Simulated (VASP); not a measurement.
# ZnSe (F-43m) in VASP: notebook, part 2 of 2

VASP 6.6.1. Earlier steps stand in the parts before.

## (5) Single point, LDA

This run uses another cell than the first one, of 21.28 Å³/atom, 1.070 times its volume.

File INCAR:

```
  PREC = Accurate
  ENCUT = 520
  EDIFF = 1E-6
  ISMEAR = 0
  SIGMA = 0.01
  LREAL = F
  LASPH = T
  NELM = 60
  ALGO = Normal
  ISIF = 2
  LWAVE = F
  LCHARG = T
  LELF = T
  LVHAR = T
  NBANDS = 16
```

File KPOINTS:

```
Automatic mesh
0
Gamma
  8 8 8
```

File POSCAR:

```
ZnSe
1.0
    0.0000000000      2.7711324525      2.7711324525
    2.7711324525      0.0000000000      2.7711324525
    2.7711324525      2.7711324525      0.0000000000
Zn Se
1 1
Direct
    0.0000000000      0.0000000000      0.0000000000
    0.7500000000      0.7500000000      0.7500000000
```

Potentials or basis: VASP PAW LDA potentials, release 64 (Zn, Se).

Launch:

```bash
cat potpaw_LDA.64/Zn/POTCAR potpaw_LDA.64/Se/POTCAR > POTCAR
mpirun -np 1 vasp_std > vasp.out
```

OUTCAR:

```text
PREC = Accurate
   ENCUT = 520
   EDIFF = 1E-6
   ISMEAR = 0
   LREAL = F
   LASPH = T
   NELM = 60
   ISIF = 2

 ion  position               nearest neighbor table
   1  0.000  0.000  0.000-   2 2.40   2 2.40   2 2.40   2 2.40
   2  0.750  0.750  0.750-   1 2.40   1 2.40   1 2.40   1 2.40

  LATTYP: Found a face centered cubic cell.
 ALAT       =     5.5422649050

  Lattice vectors:

 A1 = (   0.0000000000,   2.7711324525,   2.7711324525)
 A2 = (   2.7711324525,   0.0000000000,   2.7711324525)
 A3 = (   2.7711324525,   2.7711324525,   0.0000000000)

Analysis of symmetry for initial positions (statically):
=====================================================================
 Subroutine PRICEL returns:
 Original cell was already a primitive cell.

 Routine SETGRP: Setting up the symmetry group for a
 face centered cubic supercell.

 Subroutine GETGRP returns: Found 24 space group operations
 (whereof 24 operations were pure point group operations)
 out of a pool of 48 trial point group operations.

The static configuration has the point symmetry T_d .

Analysis of symmetry for dynamics (positions and initial velocities):
=====================================================================
 Subroutine PRICEL returns:
 Original cell was already a primitive cell.

 Routine SETGRP: Setting up the symmetry group for a
 face centered cubic supercell.

 Subroutine GETGRP returns: Found 24 space group operations
 (whereof 24 operations were pure point group operations)
 out of a pool of 48 trial point group operations.

The dynamic configuration has the point symmetry T_d .

 Subroutine INISYM returns: Found 24 space group operations
 (whereof 24 operations are pure point group operations),
 and found     1 'primitive' translations

[... 106 lines left out ...]
   NUPDOWN=      -1.0000    fix difference up-down
   EMIN   =  10.00;   EMAX   =-10.00  energy-range for DOS
   EFERMI =   0.00;   METHOD = LEGACY
   ISMEAR =     0;   SIGMA  =   0.01  broadening in eV -4-tet -1-fermi 0-gaus
   EFERMI_NEDOS =   21; number of points for ismear=-14 and -15
   IALGO  =     38    algorithm
   IMIX   =      4    mixing-type and parameters
     AMIX     =   0.40;   BMIX     =  1.00
     AMIX_MAG =   1.60;   BMIX_MAG =  1.00
  volume/ion in A,a.u.               =      21.28       143.60
  Fermi-wavevector in a.u.,A,eV,Ry     =   1.228849  2.322187 20.545735  1.510069
  Thomas-Fermi vector in A             =   2.363758
   LORBIT       =      0    0 simple, 1 ext, 2 COOP (PROOUT), +10 PAW based schemes
   GGA     = CA    functional components
   LHFCALC =     F    Hartree Fock is set to
   AEXX    =    0.0000 exact exchange contribution
   IVDW    =     0    specifies the selected vdW correction
   LEPSILON=     F    determine dielectric tensor
   LRPA    =     F    only Hartree local field effects (RPA)
 non-spin polarized calculation
 Gauss-broadening in eV      SIGMA  =   0.01
  energy-cutoff  :      520.00
  volume of cell :       42.56
 maximum number of plane-waves:      1162
 NGX is ok and might be reduce to    30
   NGX = 15   NGY = 15   NGZ = 15

 number of electron      17.9999988 magnetization

 Free energy of the ion-electron system (eV)
  ---------------------------------------------------
  ext. energy  EPLUGINS =         0.00000000
  ---------------------------------------------------
  free energy    TOTEN  =        -7.36849591 eV

  energy without entropy =       -7.36849591  energy(sigma->0) =       -7.36849591

 E-fermi :   2.2456     XC(G=0):  -9.9997

 val. band max:        2.1208462413   @ k =   0.0000   0.0000   0.0000
 cond. band min:       3.4686672602   @ k =   0.0000   0.0000   0.0000
 fundamental gap:      1.3478210189
 Fermi energy:         2.2455756371

 k-point     1 :       0.0000    0.0000    0.0000
  band No.  band energies     occupation
      1     -11.6222      2.00000
      2      -4.8233      2.00000
      3      -4.8233      2.00000
      4      -4.8233      2.00000
      5      -4.4014      2.00000
      6      -4.4014      2.00000
[... 433 lines left out ...]
      3      -4.6647      2.00000
      4      -4.4452      2.00000
      5      -4.3943      2.00000
      6      -4.1553      2.00000
[... 8 lines left out ...]
     15      14.9674      0.00000
     16      15.8685      0.00000

 [... further k-points ...]
[... 5 lines left out ...]
  --------------------------------------------------------------------------------------
  -------------------------------------------------------------------------------------
  Total        0.3706637      0.3706637      0.3706637      0.0000000      0.0000000      0.0000000
  in kB       13.9536795     13.9536795     13.9536795      0.0000000      0.0000000      0.0000000
  external PRESSURE =      13.9536795 kB  Pullay stress =       0.0000000 kB

 VOLUME and BASIS-vectors are now :
 -----------------------------------------------------------------------------
  energy-cutoff  :      520.00
  volume of cell :       42.56
      direct lattice vectors                 reciprocal lattice vectors
     0.000000000  2.771132452  2.771132452    -0.180431650  0.180431650  0.180431650
     2.771132452  0.000000000  2.771132452     0.180431650 -0.180431650  0.180431650
     2.771132452  2.771132452  0.000000000     0.180431650  0.180431650 -0.180431650

 POSITION                                       TOTAL-FORCE (eV/Angst)
 -----------------------------------------------------------------------------------
      0.00000      0.00000      0.00000        -0.000000     -0.000000     -0.000000
      4.15670      4.15670      4.15670         0.000000      0.000000      0.000000
 -----------------------------------------------------------------------------------
    total drift:                                0.000000      0.000000      0.000000

  FREE ENERGIE OF THE ION-ELECTRON SYSTEM (eV)
  ---------------------------------------------------
  free  energy   TOTEN  =        -7.3684959091 eV

  energy  without entropy=       -7.3684959091  energy(sigma->0) =       -7.36849591
```

Run time: 25 s. Hardware: 1 thread of Intel Xeon Platinum 8259CL at 2.50GHz (Skylake/Cascade Lake), shared host; peak memory 0.15 GiB.

What came out:

```
Free energy            : -7.3685 eV
Pressure               : 1.4 GPa
Band gap on the k mesh : 1.35 eV, direct
```

## (6) Relaxation of cell and atoms, LDA, target pressure 1 GPa, at which the enthalpy is minimised

This run uses another cell than the first one, of 21.57 Å³/atom, 1.085 times its volume.

File INCAR:

```
SYSTEM = ZnSe
ALGO = Normal
EDIFF = 1E-6
EDIFFG = -0.002
ENCUT = 600
GGA = CA
IBRION = 2
ISIF = 3
ISMEAR = 0
LASPH = .True.
LCHARG = .False.
LREAL = .False.
LWAVE = .False.
NELM = 100
NSW = 100
PREC = Accurate
PSTRESS = 10.0
SIGMA = 0.01
```

File KPOINTS:

```
k-points
0
Gamma
  8 8 8
  0 0 0
```

File POSCAR:

```
ZnSe
1.0
    0.0000000000      2.7837629266      2.7837629266
    2.7837629266      0.0000000000      2.7837629266
    2.7837629266      2.7837629266      0.0000000000
Zn Se
1 1
Direct
    0.0000000000      0.0000000000      0.0000000000
    0.7500000000      0.7500000000      0.7500000000
```

Potentials or basis: VASP PAW LDA potentials, release 64 (Zn, Se).

Launch:

```bash
cat potpaw_LDA.64/Zn/POTCAR potpaw_LDA.64/Se/POTCAR > POTCAR
mpirun -np 1 vasp_std > vasp.out
```

It took 36 s on 1 thread of Intel Xeon Platinum 8259CL at 2.50GHz (Skylake/Cascade Lake), shared host; peak memory 0.17 GiB.

Results (log left out):

```yaml
Free_energy: -7.3701 eV
Relaxed_volume: 21.39 Å³/atom
Relaxed_cell: a = 3.926 Å, b = 3.926 Å, c = 3.926 Å, α = 60.00°, β = 60.00°, γ = 60.00°
Space_group_after_relaxing_to_0.05_Å: F-43m (No. 216)
Energy_change_on_relaxing_the_enthalpy_is_what_falls: +0.8 meV/atom
Ionic_steps: 5
Pressure_after_relaxing: 1.0 GPa
Band_gap_on_the_k_mesh: 1.33 eV, direct
```

Step by step:
| step | energy change (eV) | largest force (eV/Å) | pressure (GPa) | volume (Å³) |
| --- | --- | --- | --- | --- |
| 1 | 0.0000 | 0.0000 | 0.34 | 43.14 |
| 2 | 0.0028 | 0.0000 | 1.43 | 42.59 |
| 3 | 0.0016 | 0.0000 | 1.03 | 42.77 |
| 4 | 0.0015 | 0.0000 | 0.94 | 42.78 |
| 5 | 0.0015 | 0.0000 | 0.99 | 42.77 |

Final structure:
```xyz
2
Lattice="0.0000 2.7758 2.7758 2.7758 0.0000 2.7758 2.7758 2.7758 0.0000" Properties=species:S:1:pos:R:3 pbc="T T T"
Zn    0.0000    0.0000    0.0000
Se    4.1637    4.1637    4.1637
```

Levels at points of the mesh, in eV from the valence-band top:
| k point | band 6 | band 7 | band 8 | band 9 | band 10 | band 11 | band 12 | band 13 |
| --- | --- | --- | --- | --- | --- | --- | --- | --- |
| (0.00, 0.00, 0.00) | -6.51 | 0.00 | 0.00 | 0.00 | 1.33 | 5.68 | 5.68 | 5.68 |
| (0.50, 0.00, 0.00) | -6.32 | -5.70 | -0.97 | -0.97 | 2.48 | 6.27 | 6.27 | 8.51 |
| (0.50, 0.50, 0.00) | -6.30 | -5.11 | -2.44 | -2.44 | 2.66 | 3.31 | 10.99 | 11.52 |

Caveat: the cell is relaxed towards a set pressure, so the enthalpy falls and the energy may rise. Zero-point motion and thermal expansion aren't in these numbers.

## (7) Overview

```csv
task,cell,cutoff (eV),gap on the mesh (eV),pressure (GPa)
single point,"a = 3.832 Å, angles 60.0°, 2 atoms",520,1.64,7.5
single point,"a = 3.902 Å, angles 60.0°, 2 atoms",520,1.40,2.4
single point,"a = 3.872 Å, angles 60.0°, 2 atoms",520,1.50,4.4
single point,"a = 3.919 Å, angles 60.0°, 2 atoms",520,1.35,1.4
relaxation of cell and atoms,"relaxed to 1 GPa from a = 3.937 Å, angles 60.0°, 2 atoms",600,1.33,1.0
```

Alike in all rows: level LDA; potentials or basis VASP PAW LDA potentials, release 64 (Zn, Se); no spin polarisation; k mesh 8 × 8 × 8; smearing gaussian 0.01 eV.

Caveats: the cell is relaxed towards a set pressure, so the enthalpy falls and the energy may rise (some runs).

Total energies depend on the potentials used, so only differences within one code and one set of settings carry meaning.
